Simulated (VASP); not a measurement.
Wanted: the native input for a VASP 6.6.1 run.

* Task: electric field gradients
* Functional: PBEsol
* Potentials or basis: VASP PAW PBE potentials, release 64 (Lu)
* Cutoff: 520 eV
* k mesh: 13 × 13 × 8
* Occupations: fermi-dirac, width 0.03 eV
* Spin: no spin polarisation
* Dipole correction: no
* Further INCAR settings: ALGO = Normal; EDIFF = 1e-08; NBANDS = 32

The structure of Lu lies in POSCAR:

```
Lu
1.0
    3.4382481950      0.0000000000      0.0000000000
   -1.7191240975      2.9776102815      0.0000000000
    0.0000000000      0.0000000000      5.4529640328
Lu
2
Direct
    0.3333333333      0.6666666667      0.2500000000
    0.6666666667      0.3333333333      0.7500000000
```

These files were run (other wordings do the same):

INCAR

```
PREC = Accurate
ENCUT = 520
EDIFF = 1E-8
ISMEAR = -1
SIGMA = 0.03
LREAL = False
LASPH = True
NELM = 100
ALGO = Normal
ISIF = 2
LWAVE = False
LCHARG = False
GGA = PS
LEFG = True
NBANDS = 32
```

KPOINTS

```
Automatic mesh
0
Gamma
  13 13 8
```

Potentials or basis: VASP PAW PBE potentials, release 64 (Lu).

Run with:

```bash
$ cat potpaw_PBE.64/Lu/POTCAR > POTCAR
$ mpirun -np 1 vasp_std > vasp.out
```

It gave:

| Quantity | Value |
| --- | --- |
| Pressure | -0.6 GPa |
| Band gap on the k mesh | zero (bands 25 and 26 overlap by 1.75 eV) |
| Largest electric field gradient by atom | Lu +68.6 V/Å² |

Caveat: without QUAD_EFG the Cq values of the log hold for a quadrupole moment of 1 mb, not for the nuclei; the PAW data sets were made with another functional, which shifts forces and pressure a little; spin-orbit coupling is left out, which moves the levels of the heavy elements.

It took 2.2 min on 1 thread of AMD EPYC 9R45 (Zen 5), with other jobs on the host, peak memory 0.26 GiB.
